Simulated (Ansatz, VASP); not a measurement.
WSe2 in VASP and in Ansatz

```
W Se
1.0
     3.27025    0.00000    0.00000
    -1.63513    2.83212    0.00000
     0.00000    0.00000   16.66122
W Se
1 2
Direct
  0.00000 0.00000 0.00000
  0.33333 0.66667 0.10040
  0.33333 0.66667 0.89960
```

Alike in both runs: functional PBEsol; k mesh 12 × 12 × 2; occupations gaussian, width 0.02 eV; no spin polarisation.

Ansatz relaxed the structure, and its values are those at the end. VASP's run is a single point on that final structure, the one shown.

|  | VASP | Ansatz |
| --- | --- | --- |
| version | VASP 6.6.1 | Ansatz 0.2.0 |
| potentials or method | VASP PAW PBE potentials, release 64 (W_sv, Se), cutoff 520 eV | scalar-relativistic, plane waves, PAW |
| valence electrons in the cell | 26 | 46 |

Ansatz gave:

```
gap on the k mesh at the Fermi level (eV) : 1.69
least direct gap on the mesh (eV)         : 1.69
rms of the force components (eV/Å)        : 0.001
```

Task: What did VASP give for the same quantities?

Result: gap on the k mesh at the Fermi level (eV): 1.69; least direct gap on the mesh (eV): 1.69; rms of the force components (eV/Å): 0.028.

VASP's potentials were made for PBE, not for PBEsol. The functional is the same, so the differences come from potentials, cutoffs and numerics. VASP's potentials hold 26 valence electrons a cell and Ansatz's 46, so a difference there can come from the potentials and not from the codes. Ansatz's warnings: xc potential rough in thin density.

Spin-orbit coupling is off throughout.
